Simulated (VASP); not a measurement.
Set up this calculation in VASP 6.6.1, as the native input.

```
Task                   : single point
Functional             : LDA
Potentials or basis    : VASP PAW LDA potentials, release 64 (La, Te)
Cutoff                 : 520 eV
k mesh                 : 7 × 7 × 7
Occupations            : fermi-dirac, width 0.1 eV
Spin                   : no spin polarisation
Dipole correction      : no
Further INCAR settings : ALGO = Normal; EDIFF = 1e-07; NBANDS = 16
```

The structure of LaTe lies in POSCAR:

```
LaTe
1.0
    3.8445740862      0.0000000000      0.0000000000
    0.0000000000      3.8445740862      0.0000000000
    0.0000000000      0.0000000000      3.8445740862
La Te
1 1
Direct
    0.0000000000      0.0000000000      0.0000000000
    0.5000000000      0.5000000000      0.5000000000
```

One way to write it, as run:

INCAR

```
  ALGO = Normal
  EDIFF = 1E-7
  ENCUT = 520
  GGA = CA
  ISIF = 2
  ISMEAR = -1
  LASPH = T
  LCHARG = F
  LREAL = F
  LWAVE = F
  NBANDS = 16
  NELM = 80
  PREC = Accurate
  SIGMA = 0.1
```

KPOINTS

```
k-points
0
Gamma
  7 7 7
```

Potentials or basis: VASP PAW LDA potentials, release 64 (La, Te).

Launch:

```sh
$ cat potpaw_LDA.64/La/POTCAR potpaw_LDA.64/Te/POTCAR > POTCAR
$ mpirun -np 1 vasp_std > vasp.out
```

It gave:

```
Pressure : 0.0 GPa
```

Wall time 15 s on 1 thread of Intel(R) Xeon(R) Platinum 8259CL CPU @ 2.50GHz (Skylake/Cascade Lake) (shared host), peak memory 0.17 GiB.
